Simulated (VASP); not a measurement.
Input of a VASP 6.6.1 run:

The input INCAR:

```
  ALGO = Normal
  EDIFF = 1E-7
  ENCUT = 520
  GGA = PE
  ISIF = 2
  ISMEAR = 0
  LASPH = T
  LCHARG = F
  LREAL = F
  LWAVE = F
  NBANDS = 12
  NELM = 80
  PREC = Accurate
  SIGMA = 0.1
```

Contents of KPOINTS:

```
k-points
0
Gamma
  16 16 16
```

POSCAR

```
Li2H3
1.0
   -1.4614294449      2.4263228354      2.5082007532
    1.4614294449     -2.4263228354      2.5082007532
    1.4614294449      2.4263228354     -2.5082007532
Li H
2 3
Direct
    0.7453431965      0.2453431965      0.5000000000
    0.2546568035      0.7546568035      0.5000000000
    0.0000000000      0.0000000000      0.0000000000
    0.7122353396      0.5000000000      0.2122353396
    0.2877646604      0.5000000000      0.7877646604
```

Potentials or basis: VASP PAW PBE potentials, release 64 (Li_sv, H).

Launch:

```sh
$ cat potpaw_PBE.64/Li_sv/POTCAR potpaw_PBE.64/H/POTCAR > POTCAR
$ mpirun -np 1 vasp_std > vasp.out
```

(1) Estimate the largest force.

(2) Predict the band gap on the k mesh.

Results:

(1) 0.007 eV/Å.

(2) zero (an odd number of electrons rules out a gap without spin polarisation).
